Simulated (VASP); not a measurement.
Set up this calculation in VASP 6.6.1, as the native input.

* Task: single point
* Functional: r2SCAN
* Potentials or basis: VASP PAW PBE potentials, release 64 (Mo_sv)
* Cutoff: 520 eV
* k mesh: 22 × 22 × 22
* Occupations: gaussian, width 0.15 eV
* Spin: no spin polarisation
* Dipole correction: no
* Further INCAR settings: ALGO = Normal; EDIFF = 1e-06; NBANDS = 13

Mo:

```xyz
1
Lattice="-1.5946 1.5946 1.5239 1.5946 -1.5946 1.5239 1.5946 1.5946 -1.5239" Properties=species:S:1:pos:R:3 pbc="T T T"
Mo    0.0000    0.0000    0.0000
```

This cell differs from its parent crystal: strain +0.015 along x and y, -0.030 along z.

The input as run:

POSCAR

```
Mo
1.0
   -1.5945650000      1.5945650000      1.5238700000
    1.5945650000     -1.5945650000      1.5238700000
    1.5945650000      1.5945650000     -1.5238700000
Mo
1
Direct
    0.0000000000      0.0000000000      0.0000000000
```

INCAR.step1

```
SYSTEM = Mo
PREC     = Accurate       ! precision mode
ENCUT    = 520            ! plane-wave cutoff, eV
ISMEAR   = 0              ! smearing method
SIGMA    = 0.15           ! smearing width, eV
LREAL    = .False.        ! projectors in reciprocal space
LASPH    = .True.         ! aspherical terms in the spheres
NELM     = 80             ! most SCF steps
NBANDS   = 13             ! bands
GGA      = PE             ! functional
ALGO     = Normal         ! electronic algorithm
EDIFF    = 1E-4           ! SCF threshold, eV
LWAVE    = .True.         ! write WAVECAR
LCHARG   = .False.        ! write CHGCAR
```

INCAR.step2

```
SYSTEM = Mo
PREC     = Accurate       ! precision mode
ENCUT    = 520            ! plane-wave cutoff, eV
EDIFF    = 1E-6           ! SCF threshold, eV
ISMEAR   = 0              ! smearing method
SIGMA    = 0.15           ! smearing width, eV
LREAL    = .False.        ! projectors in reciprocal space
LASPH    = .True.         ! aspherical terms in the spheres
NELM     = 80             ! most SCF steps
ALGO     = Normal         ! electronic algorithm
ISIF     = 2              ! what is computed and relaxed
LWAVE    = .False.        ! write WAVECAR
LCHARG   = .False.        ! write CHGCAR
METAGGA  = R2SCAN         ! meta-GGA
LMIXTAU  = .True.       
NBANDS   = 13             ! bands
ISTART   = 1
```

KPOINTS

```
regular mesh
0
Gamma
  22 22 22
  0 0 0
```

Potentials or basis: VASP PAW PBE potentials, release 64 (Mo_sv).

Run with:

```console
$ cat potpaw_PBE.64/Mo_sv/POTCAR > POTCAR
$ cp INCAR.step1 INCAR
$ mpirun -np 1 vasp_std > vasp.out
$ cp INCAR.step2 INCAR
$ mpirun -np 1 vasp_std > vasp.out
```

Results of the run:

```yaml
Pressure: 4.0 GPa
Band_gap_on_the_k_mesh: zero (band 7 reaches 16.84 eV, above the bottom of band 8 at 11.31 eV)
```

Caveat: the cell differs from its parent crystal (strain +0.015 along x and y, -0.030 along z); the PAW data sets were made with another functional, which shifts forces and pressure a little.

Wall time 4.7 min on 1 thread of Intel(R) Xeon(R) Platinum 8375C CPU @ 2.90GHz (Ice Lake) (shared host), peak memory 0.26 GiB.
